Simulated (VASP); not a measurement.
Wanted: the native input for a VASP 6.6.1 run.

| Property | Result |
| --- | --- |
| Task | single point |
| Functional | PBEsol |
| Potentials or basis | VASP PAW PBE potentials, release 64 (Mg, S) |
| Cutoff | 600 eV |
| k mesh | 6 × 6 × 6 |
| Occupations | gaussian, width 0.01 eV |
| Spin | non-collinear spin, zero start, spin-orbit coupling |
| Starting moments | [[0.0, 0.0, 0.0], [0.0, 0.0, 0.0]] μB |
| Dipole correction | no |
| Further INCAR settings | ALGO = Normal; EDIFF = 1e-06; NBANDS = 20 |

The structure of MgS (so) lies in POSCAR:

```
MgS
1.0
    0.0000000000      2.5652979388      2.5652979388
    2.5652979388      0.0000000000      2.5652979388
    2.5652979388      2.5652979388      0.0000000000
Mg S
1 1
Direct
    0.0000000000      0.0000000000      0.0000000000
    0.5000000000      0.5000000000      0.5000000000
```

The input as run:

INCAR

```
ALGO = Normal
EDIFF = 1E-6
ENCUT = 600
GGA = PS
GGA_COMPAT = False
ISIF = 2
ISMEAR = 0
LASPH = True
LCHARG = False
LNONCOLLINEAR = True
LORBIT = 11
LORBMOM = True
LREAL = False
LSORBIT = True
LWAVE = False
MAGMOM = 0 0 0 0 0 0
NBANDS = 20
NELM = 200
PREC = Accurate
SIGMA = 0.01
```

KPOINTS

```
k-points
0
Gamma
  6 6 6
```

Potentials or basis: VASP PAW PBE potentials, release 64 (Mg, S).

Run with:

```bash
$ cat potpaw_PBE.64/Mg/POTCAR potpaw_PBE.64/S/POTCAR > POTCAR
$ mpirun -np 1 vasp_ncl > vasp.out
```

It gave:

```json
{
 "Pressure": "2.4 GPa",
 "Net moment": "0.00 μB per cell",
 "Valence electrons inside the program's atomic spheres": "Mg 0.32; S 3.81"
}
```

Caveat: the PAW data sets were made with another functional, which shifts forces and pressure a little.

Run time: 41 s on 1 thread of AMD EPYC 7R13 Processor (Zen 3), on a shared host, peak memory 0.24 GiB.
